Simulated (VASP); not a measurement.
Write the native input for VASP 6.6.1 that does the following.

```yaml
Task: relaxation of cell and atoms
Functional: PBE
Potentials_or_basis: VASP PAW PBE potentials, release 64 (Zr_sv, Bi_d, C)
Cutoff: 600 eV
k_mesh: 4 × 4 × 4
Occupations: gaussian, width 0.1 eV
Spin: no spin polarisation
Dipole_correction: no
Further_INCAR_settings: ALGO = Normal; EDIFF = 1e-06; IBRION = 2; EDIFFG = -0.04; NSW = 90; ISIF = 3
```

The structure of Zr6BiC2 lies in POSCAR:

```
Zr6BiC2
1.0
    6.6047373900      0.0000000000      0.0000000000
    0.0000000000      6.6047373900      0.0000000000
    0.0000000000      0.0000000000      4.6702546000
Zr Bi C
6 1 2
Direct
    0.2500000000      0.2500000000      0.0000000000
    0.2500000000      0.7500000000      0.0000000000
    0.0000000000      0.5000000000      0.5000000000
    0.7500000000      0.7500000000      0.0000000000
    0.7500000000      0.2500000000      0.0000000000
    0.5000000000      0.0000000000      0.5000000000
    0.5000000000      0.5000000000      0.5000000000
    0.0000000000      0.5000000000      0.0000000000
    0.5000000000      0.0000000000      0.0000000000
```

One way to write it, as run:

INCAR

```
PREC     = Accurate       # precision mode
ENCUT    = 600            # plane-wave cutoff, eV
EDIFF    = 1E-6           # SCF threshold, eV
ISMEAR   = 0              # smearing method
SIGMA    = 0.1            # smearing width, eV
LREAL    = False          # projectors in reciprocal space
LASPH    = True           # aspherical terms in the spheres
NELM     = 60             # most SCF steps
ALGO     = Normal         # electronic algorithm
ISIF     = 3              # what is computed and relaxed
LWAVE    = False          # write WAVECAR
LCHARG   = False          # write CHGCAR
GGA      = PE             # functional
IBRION   = 2              # ionic algorithm
NSW      = 90             # ionic steps
EDIFFG   = -0.04          # ionic threshold
```

KPOINTS

```
Automatic mesh
0
Gamma
  4 4 4
```

Potentials or basis: VASP PAW PBE potentials, release 64 (Zr_sv, Bi_d, C).

Command:

```bash
$ cat potpaw_PBE.64/Zr_sv/POTCAR potpaw_PBE.64/Bi_d/POTCAR potpaw_PBE.64/C/POTCAR > POTCAR
$ mpirun -np 1 vasp_std > vasp.out
```

It gave:

```json
{
  "Relaxed volume": "21.18 Å³/atom",
  "Relaxed cell": "a = 6.453 Å, b = 6.453 Å, c = 4.579 Å, α = 90.00°, β = 90.00°, γ = 90.00°",
  "Space group after relaxing (to 0.1 Å)": "P4/mmm (No. 123)",
  "Energy gained by relaxing": "36.1 meV/atom",
  "Ionic steps": "7",
  "Pressure after relaxing": "-0.2 GPa",
  "Largest force after relaxing": "0.011 eV/Å",
  "Band gap on the k mesh": "zero (an odd number of electrons rules out a gap without spin polarisation)"
}
```

Caveat: spin-orbit coupling is left out, which moves the levels of the heavy elements.

Wall time 17 min on 1 thread of Intel(R) Xeon(R) Platinum 8488C (Sapphire Rapids) (shared host), peak memory 0.48 GiB.
